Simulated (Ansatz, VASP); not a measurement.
## CdS in VASP and in Ansatz

```
CELL_PARAMETERS angstrom
4.12453 0.00000 0.00000
-2.06227 3.57195 0.00000
0.00000 0.00000 6.70921
ATOMIC_POSITIONS crystal
Cd 0.33333 0.66667 0.96317
Cd 0.66667 0.33333 0.46317
S 0.33333 0.66667 0.41383
S 0.66667 0.33333 0.91383
```

Change from the starting cell: polar distortion scaled by 0.40.

Alike in both runs: task single point; functional r2SCAN; k mesh 9 × 9 × 4; no spin polarisation.

|  | VASP | Ansatz |
| --- | --- | --- |
| version | VASP 6.6.1 | Ansatz 0.2.0 |
| potentials or method | VASP PAW PBE potentials, release 64 (Cd, S), cutoff 520 eV | scalar-relativistic, plane waves, PAW |
| occupations | gaussian, width 0.01 eV | fixed |
| valence electrons in the cell | 36 | 52 |

|  | VASP | Ansatz | Ansatz less VASP |
| --- | --- | --- | --- |
| gap on the k mesh at the Fermi level (eV) | 1.89 | 1.89 | -0.005 |
| least direct gap on the mesh (eV) | 1.89 | 1.89 | -0.005 |
| pressure (GPa) | 5.1 | 4.8 | -0.38 |
| traceless stress, the component that is largest in VASP (GPa) | -7.37 | -7.11 | +0.260 |
| rms of the force components (eV/Å) | 0.372 | 0.362 | -0.0093 |

VASP's potentials were made for PBE, not for r2SCAN. Atom by atom the forces differ by 0.009 eV/Å (rms over components). VASP's potentials hold 36 valence electrons a cell and Ansatz's 52, so a difference there can come from the potentials and not from the codes.
